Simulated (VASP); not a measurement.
# AlN in VASP: a series of runs

Runs on AlN. Level: PBE. Tasks: single point.

Program: VASP 6.6.1. These are calculated values, not measurements. Logs are shortened: lines on timing, memory, paths and dates and some standing lists are left out, and cuts for length are marked.

**1. The cell of the first run**

The structure is cubic, space group Fm-3m (No. 225). Conventional cell: a = 4.130 Å, b = 4.130 Å, c = 4.130 Å, α = 90.00°, β = 90.00°, γ = 90.00°. Al (site symmetry m-3m) has 6 N at 2.07 Å within 2.7 Å. Within 2.7 Å of N (site symmetry m-3m) lie 6 Al at 2.07 Å.

**2. Single point, PBE (strain +0.015 along x and y, +0.015 along z)**

Input file INCAR:

```
SYSTEM = AlN
  PREC = Accurate
  ENCUT = 520
  EDIFF = 1E-6
  ISMEAR = 0
  SIGMA = 0.05
  LREAL = .False.
  LASPH = .True.
  NELM = 100
  ALGO = Normal
  ISIF = 2
  LWAVE = .False.
  LCHARG = .False.
  GGA = PE
  NBANDS = 11
```

Input file KPOINTS:

```
regular mesh
0
Gamma
  10 10 10
  0 0 0
```

Input file POSCAR:

```
AlN
1.0
    0.0000000000      2.0650357700      2.0650357700
    2.0650357700      0.0000000000      2.0650357700
    2.0650357700      2.0650357700      0.0000000000
Al N
1 1
Direct
    0.5000000000      0.5000000000      0.5000000000
    0.0000000000      0.0000000000      0.0000000000
```

Potentials or basis: VASP PAW PBE potentials, release 64 (Al, N).

Run with:

```console
> cat potpaw_PBE.64/Al/POTCAR potpaw_PBE.64/N/POTCAR > POTCAR
> mpirun -np 1 vasp_std > vasp.out
```

OUTCAR:

```text
SYSTEM = AlN
   PREC = Accurate
   ENCUT = 520
   EDIFF = 1E-6
   ISMEAR = 0
   LREAL = .False.
   LASPH = .True.
   NELM = 100
   ISIF = 2
   GGA = PE

 ion  position               nearest neighbor table
   1  0.500  0.500  0.500-   2 2.07   2 2.07   2 2.07   2 2.07   2 2.07   2 2.07
   2  0.000  0.000  0.000-   1 2.07   1 2.07   1 2.07   1 2.07   1 2.07   1 2.07

  LATTYP: Found a face centered cubic cell.
 ALAT       =     4.1300715400

  Lattice vectors:

 A1 = (   0.0000000000,   2.0650357700,   2.0650357700)
 A2 = (   2.0650357700,   0.0000000000,   2.0650357700)
 A3 = (   2.0650357700,   2.0650357700,   0.0000000000)

Analysis of symmetry for initial positions (statically):
=====================================================================
 Subroutine PRICEL returns:
 Original cell was already a primitive cell.

 Routine SETGRP: Setting up the symmetry group for a
 face centered cubic supercell.

 Subroutine GETGRP returns: Found 48 space group operations
 (whereof 48 operations were pure point group operations)
 out of a pool of 48 trial point group operations.

The static configuration has the point symmetry O_h .

Analysis of symmetry for dynamics (positions and initial velocities):
=====================================================================
 Subroutine PRICEL returns:
 Original cell was already a primitive cell.

 Routine SETGRP: Setting up the symmetry group for a
 face centered cubic supercell.

 Subroutine GETGRP returns: Found 48 space group operations
 (whereof 48 operations were pure point group operations)
 out of a pool of 48 trial point group operations.

The dynamic configuration has the point symmetry O_h .

 Subroutine INISYM returns: Found 48 space group operations
 (whereof 48 operations are pure point group operations),
 and found     1 'primitive' translations

----------------------------------------------------------------------------------------

                                     Primitive cell

  volume of cell :      17.6122

  direct lattice vectors                    reciprocal lattice vectors
     0.000000000  2.065035770  2.065035770    -0.242126556  0.242126556  0.242126556
     2.065035770  0.000000000  2.065035770     0.242126556 -0.242126556  0.242126556
     2.065035770  2.065035770  0.000000000     0.242126556  0.242126556 -0.242126556

  length of vectors
     2.920401593  2.920401593  2.920401593     0.419375498  0.419375498  0.419375498

  position of ions in fractional coordinates (direct lattice)
     0.500000000  0.500000000  0.500000000
     0.000000000  0.000000000  0.000000000

  ion indices of the primitive-cell ions
   primitive index   ion index
                 1           1
                 2           2

----------------------------------------------------------------------------------------

 KPOINTS: regular mesh

Automatic generation of k-mesh.
 Grid dimensions read from file:
 generate k-points for:   10   10   10

 Generating k-lattice:

  Cartesian coordinates                     Fractional coordinates (reciprocal lattice)
    -0.024212656  0.024212656  0.024212656     0.100000000  0.000000000  0.000000000
     0.024212656 -0.024212656  0.024212656     0.000000000  0.100000000  0.000000000
     0.024212656  0.024212656 -0.024212656     0.000000000  0.000000000  0.100000000

  Length of vectors
     0.041937550  0.041937550  0.041937550

  Shift w.r.t. Gamma in fractional coordinates (k-lattice)
     0.000000000  0.000000000  0.000000000

 Subroutine IBZKPT returns following result:
 ===========================================

 Found     47 irreducible k-points:

 Following reciprocal coordinates:
            Coordinates               Weight
  0.000000  0.000000  0.000000      1.000000
  0.100000  0.000000  0.000000      8.000000
  0.200000  0.000000  0.000000      8.000000
  0.300000  0.000000  0.000000      8.000000
  0.400000  0.000000  0.000000      8.000000
  0.500000  0.000000  0.000000      4.000000
[... 16 lines left out ...]
  0.300000  0.300000  0.000000      6.000000
  0.400000  0.300000  0.000000     24.000000
 [... further k-points ...]
   k-points           NKPTS =     47   k-points in BZ     NKDIM =     47   number of bands    NBANDS=     11
   number of dos      NEDOS =    301   number of ions     NIONS =      2
   total plane-waves  NPLWV =  13824
   dimension x,y,z NGX =    24 NGY =   24 NGZ =   24
   dimension x,y,z NGXF=    48 NGYF=   48 NGZF=   48
   ions per type =               1   1
   NGX,Y,Z   is equivalent  to a cutoff of  13.66, 13.66, 13.66 a.u.
   NGXF,Y,Z  is equivalent  to a cutoff of  27.32, 27.32, 27.32 a.u.
 SYSTEM =  AlN
   PREC   = accura    normal or accurate (medium, high low for compatibility)
   ISTART =      0    job   : 0-new  1-cont  2-samecut
   ICHARG =      2    charge: 1-file 2-atom 10-const
   ISPIN  =      1    spin polarized calculation?
   LNONCOLLINEAR =      F non collinear calculations
   LSORBIT =      F    spin-orbit coupling
   LASPH  =      T    aspherical Exc in radial PAW
   ENCUT  =  520.0 eV  38.22 Ry    6.18 a.u.   5.43  5.43  5.43*2*pi/ulx,y,z
   NELM   =    100;   NELMIN=  2; NELMDL= -5     # of ELM steps
   EDIFF  = 0.1E-05   stopping-criterion for ELM
   LREAL  =      F    real-space projection
   EDIFFG = 0.1E-04   stopping-criterion for IOM
   NSW    =      0    number of steps for IOM
   IBRION =     -1    ionic relax: 0-MD 1-quasi-New 2-CG
   NFREE  =      0    steps in history (QN), initial steepest desc. (CG)
   ISIF   =      2    stress and relaxation
   ISYM   =      2    0-nonsym 1-usesym 2-fastsym
   POTIM  = 0.5000    time-step for ionic-motion
   TEBEG  =    0.0;   TEEND  =   0.0 temperature during run
   PSTRESS=    0.0 pullay stress
   NELECT =       8.0000    total number of electrons
   NUPDOWN=      -1.0000    fix difference up-down
   EMIN   =  10.00;   EMAX   =-10.00  energy-range for DOS
   EFERMI =   0.00;   METHOD = LEGACY
   ISMEAR =     0;   SIGMA  =   0.05  broadening in eV -4-tet -1-fermi 0-gaus
   EFERMI_NEDOS =   21; number of points for ismear=-14 and -15
   IALGO  =     38    algorithm
   IMIX   =      4    mixing-type and parameters
     AMIX     =   0.40;   BMIX     =  1.00
     AMIX_MAG =   1.60;   BMIX_MAG =  1.00
  volume/ion in A,a.u.               =       8.81        59.43
  Fermi-wavevector in a.u.,A,eV,Ry     =   1.258444  2.378114 21.547294  1.583681
  Thomas-Fermi vector in A             =   2.392053
   LORBIT       =      0    0 simple, 1 ext, 2 COOP (PROOUT), +10 PAW based schemes
   GGA     = PE    functional components
   LHFCALC =     F    Hartree Fock is set to
   AEXX    =    0.0000 exact exchange contribution
   IVDW    =     0    specifies the selected vdW correction
   LEPSILON=     F    determine dielectric tensor
   LRPA    =     F    only Hartree local field effects (RPA)
 non-spin polarized calculation
 Gauss-broadening in eV      SIGMA  =   0.05
  energy-cutoff  :      520.00
  volume of cell :       17.61
 maximum number of plane-waves:       495
 NGX is ok and might be reduce to    24
   NGX = 11   NGY = 11   NGZ = 11

 number of electron       8.0000001 magnetization

 Free energy of the ion-electron system (eV)
  ---------------------------------------------------
  ext. energy  EPLUGINS =         0.00000000
  ---------------------------------------------------
  free energy    TOTEN  =       -14.52082705 eV

  energy without entropy =      -14.52082705  energy(sigma->0) =      -14.52082705

 E-fermi :   9.4829     XC(G=0): -11.9906

 val. band max:        9.1586311842   @ k =   0.0000   0.0000   0.0000
 cond. band min:      13.1668233131   @ k =   0.5000   0.5000   0.0000
 fundamental gap:      4.0081921289
 Fermi energy:         9.4828972406

 k-point     1 :       0.0000    0.0000    0.0000
  band No.  band energies     occupation
      1      -7.8299      2.00000
      2       9.1586      2.00000
      3       9.1586      2.00000
      4       9.1586      2.00000
      5      13.9469      0.00000
      6      21.1175      0.00000
      7      21.1175      0.00000
      8      21.1175      0.00000
      9      26.0896      0.00000
     10      26.4820      0.00000
     11      26.4820      0.00000

 k-point     2 :       0.1000    0.0000    0.0000
  band No.  band energies     occupation
      1      -7.6375      2.00000
      2       8.1396      2.00000
      3       9.0497      2.00000
      4       9.0497      2.00000
      5      14.6201      0.00000
      6      20.2074      0.00000
      7      21.3803      0.00000
      8      21.3803      0.00000
      9      24.7253      0.00000
     10      24.7253      0.00000
     11      26.5245      0.00000

 k-point     3 :       0.2000    0.0000    0.0000
  band No.  band energies     occupation
      1      -7.0779      2.00000
      2       6.0723      2.00000
      3       8.7850      2.00000
      4       8.7850      2.00000
      5      15.4132      0.00000
      6      19.5478      0.00000
      7      21.4004      0.00000
      8      21.4004      0.00000
      9      24.2484      0.00000
     10      24.2484      0.00000
     11      25.8163      0.00000

 k-point     4 :       0.3000    0.0000    0.0000
  band No.  band energies     occupation
      1      -6.2258      2.00000
      2       3.8661      2.00000
      3       8.4905      2.00000
      4       8.4905      2.00000
      5      15.3434      0.00000
      6      20.2140      0.00000
      7      20.5724      0.00000
      8      20.5724      0.00000
      9      25.0694      0.00000
     10      25.7467      0.00000
     11      25.7467      0.00000
[... 239 lines left out ...]
 k-point    22 :      -0.2000    0.2000    0.0000
  band No.  band energies     occupation
      1      -5.9504      2.00000
      2       4.3518      2.00000
      3       6.4184      2.00000
      4       8.5592      2.00000
      5      17.1710      0.00000
      6      18.8874      0.00000
      7      19.2921      0.00000
      8      21.0637      0.00000
      9      23.8648      0.00000
     10      27.6303      0.00000
     11      28.6615      0.00000

 k-point    23 :       0.3000    0.3000    0.0000
  band No.  band energies     occupation
      1      -5.7239      2.00000
      2       4.5166      2.00000
      3       7.2605      2.00000
      4       7.2605      2.00000
      5      15.3739      0.00000
      6      15.9006      0.00000
      7      20.1954      0.00000
      8      24.0424      0.00000
      9      24.0424      0.00000
     10      29.1099      0.00000
     11      32.3190      0.00000

 k-point    24 :       0.4000    0.3000    0.0000
  band No.  band energies     occupation
      1      -5.0284      2.00000
      2       3.5617      2.00000
      3       6.5321      2.00000
      4       7.0185      2.00000
      5      14.8030      0.00000
      6      15.9646      0.00000
      7      20.6561      0.00000
      8      23.9781      0.00000
      9      24.6649      0.00000
     10      30.2947      0.00000
     11      33.0078      0.00000

 [... further k-points ...]
[... 5 lines left out ...]
  --------------------------------------------------------------------------------------
  -------------------------------------------------------------------------------------
  Total       -1.1300141     -1.1300141     -1.1300141      0.0000000      0.0000000     -0.0000000
  in kB     -102.7973011   -102.7973011   -102.7973011      0.0000000      0.0000000     -0.0000000
  external PRESSURE =    -102.7973011 kB  Pullay stress =       0.0000000 kB

 VOLUME and BASIS-vectors are now :
 -----------------------------------------------------------------------------
  energy-cutoff  :      520.00
  volume of cell :       17.61
      direct lattice vectors                 reciprocal lattice vectors
     0.000000000  2.065035770  2.065035770    -0.242126556  0.242126556  0.242126556
     2.065035770  0.000000000  2.065035770     0.242126556 -0.242126556  0.242126556
     2.065035770  2.065035770  0.000000000     0.242126556  0.242126556 -0.242126556

 POSITION                                       TOTAL-FORCE (eV/Angst)
 -----------------------------------------------------------------------------------
      2.06504      2.06504      2.06504         0.000000     -0.000000      0.000000
      0.00000      0.00000      0.00000        -0.000000      0.000000     -0.000000
 -----------------------------------------------------------------------------------
    total drift:                                0.000000     -0.000000     -0.000000

  FREE ENERGIE OF THE ION-ELECTRON SYSTEM (eV)
  ---------------------------------------------------
  free  energy   TOTEN  =       -14.5208270520 eV

  energy  without entropy=      -14.5208270520  energy(sigma->0) =      -14.52082705
```

It took 4.1 s on 1 thread of AMD EPYC 9R45 (Zen 5), shared host; peak memory 0.1 GiB.

Results:

```yaml
Free_energy: -14.5208 eV
Pressure: -10.3 GPa
Band_gap_on_the_k_mesh: 4.01 eV, indirect (least direct gap 4.79 eV)
```

Levels at points of the mesh, in eV from the valence-band top:
| k point | band 1 | band 2 | band 3 | band 4 | band 5 | band 6 | band 7 | band 8 |
| --- | --- | --- | --- | --- | --- | --- | --- | --- |
| (0.00, 0.00, 0.00) | -16.99 | 0.00 | 0.00 | 0.00 | 4.79 | 11.96 | 11.96 | 11.96 |
| (0.50, 0.00, 0.00) | -13.98 | -7.91 | -0.96 | -0.96 | 5.74 | 10.49 | 10.49 | 12.35 |
| (0.50, 0.50, 0.00) | -13.08 | -6.96 | -2.64 | -2.64 | 4.01 | 5.40 | 13.28 | 16.27 |

Caveat: the cell differs from its parent crystal (strain +0.015 along x and y, +0.015 along z).

**3. Single point, PBE (strain +0.030 along x and y, +0.030 along z)**

Input file INCAR:

```
ALGO = Normal
EDIFF = 1E-6
ENCUT = 520
GGA = PE
ISIF = 2
ISMEAR = 0
LASPH = True
LCHARG = False
LREAL = False
LWAVE = False
NBANDS = 11
NELM = 100
PREC = Accurate
SIGMA = 0.05
```

Input file KPOINTS:

```
k-points
0
Gamma
  10 10 10
```

Input file POSCAR:

```
AlN
1.0
    0.0000000000      2.0955535400      2.0955535400
    2.0955535400      0.0000000000      2.0955535400
    2.0955535400      2.0955535400      0.0000000000
Al N
1 1
Direct
    0.5000000000      0.5000000000      0.5000000000
    0.0000000000      0.0000000000      0.0000000000
```

Potentials or basis: VASP PAW PBE potentials, release 64 (Al, N).

Run with:

```console
> cat potpaw_PBE.64/Al/POTCAR potpaw_PBE.64/N/POTCAR > POTCAR
> mpirun -np 1 vasp_std > vasp.out
```

Wall time 4.1 s (1 thread of AMD EPYC 9R45 (Zen 5), shared host); peak memory 0.1 GiB.

It converged, with:

- Free energy: -14.4489 eV
- Pressure: -18.7 GPa
- Band gap on the k mesh: 3.62 eV, indirect (least direct gap 4.21 eV)

Levels at points of the mesh, in eV from the valence-band top:
| k point | band 1 | band 2 | band 3 | band 4 | band 5 | band 6 | band 7 | band 8 |
| --- | --- | --- | --- | --- | --- | --- | --- | --- |
| (0.00, 0.00, 0.00) | -16.62 | 0.00 | 0.00 | 0.00 | 4.21 | 11.81 | 11.81 | 11.81 |
| (0.50, 0.00, 0.00) | -13.77 | -7.65 | -0.89 | -0.89 | 5.47 | 10.15 | 10.15 | 11.70 |
| (0.50, 0.50, 0.00) | -12.94 | -6.68 | -2.53 | -2.53 | 3.62 | 5.46 | 12.78 | 15.61 |

Caveat: the cell differs from its parent crystal (strain +0.030 along x and y, +0.030 along z).

(Part 1 of 2 ends here.)
